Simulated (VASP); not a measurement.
Write the native input for VASP 6.6.1 that does the following.

* Task: single point
* Functional: PBEsol
* Potentials or basis: VASP PAW PBE potentials, release 64 (Mn_pv, S)
* Cutoff: 520 eV
* k mesh: 8 × 8 × 4
* Occupations: fermi-dirac, width 0.05 eV
* Spin: collinear spin, ferromagnetic start
* Starting moments: [4.0, 4.0, 0.0, 0.0] μB
* Dipole correction: no
* Further INCAR settings: ALGO = Normal; EDIFF = 1e-06; NBANDS = 31

The structure of MnS lies in POSCAR:

```
MnS
1.0
    4.0056036386      0.0000000000      0.0000000000
   -2.0028018193      3.4689545085      0.0000000000
    0.0000000000      0.0000000000      6.4259927585
Mn S
2 2
Direct
    0.6666666667      0.3333333333      0.4988446700
    0.3333333333      0.6666666667      0.9988446700
    0.3333333333      0.6666666667      0.6261543000
    0.6666666667      0.3333333333      0.1261543000
```

One way to write it, as run:

INCAR

```
  ALGO = Normal
  EDIFF = 1E-6
  ENCUT = 520
  GGA = PS
  ISIF = 2
  ISMEAR = -1
  ISPIN = 2
  LASPH = True
  LCHARG = True
  LELF = True
  LMAXMIX = 4
  LORBIT = 11
  LREAL = False
  LVHAR = True
  LWAVE = False
  MAGMOM = 4 4 0 0
  NBANDS = 31
  NELM = 150
  PREC = Accurate
  SIGMA = 0.05
```

KPOINTS

```
k-points
0
Gamma
  8 8 4
```

Potentials or basis: VASP PAW PBE potentials, release 64 (Mn_pv, S).

Run with:

```sh
$ cat potpaw_PBE.64/Mn_pv/POTCAR potpaw_PBE.64/S/POTCAR > POTCAR
$ mpirun -np 1 vasp_std > vasp.out
```

It gave:

| Property | Result |
| --- | --- |
| Pressure | -2.4 GPa |
| Largest force | 0.236 eV/Å |
| Net moment | 9.93 μB per cell |
| Site moments | Mn +4.35; S +0.09 μB |
| Valence electrons inside the program's atomic spheres | Mn 11.37; S 3.73 |

Caveat: the PAW data sets were made with another functional, which shifts forces and pressure a little; the run started ferromagnetic, and an antiferromagnetic order may lie lower in energy.

Run time: 74 s on 1 thread of Intel(R) Xeon(R) 6975P-C (Granite Rapids), on a shared host, peak memory 0.29 GiB.
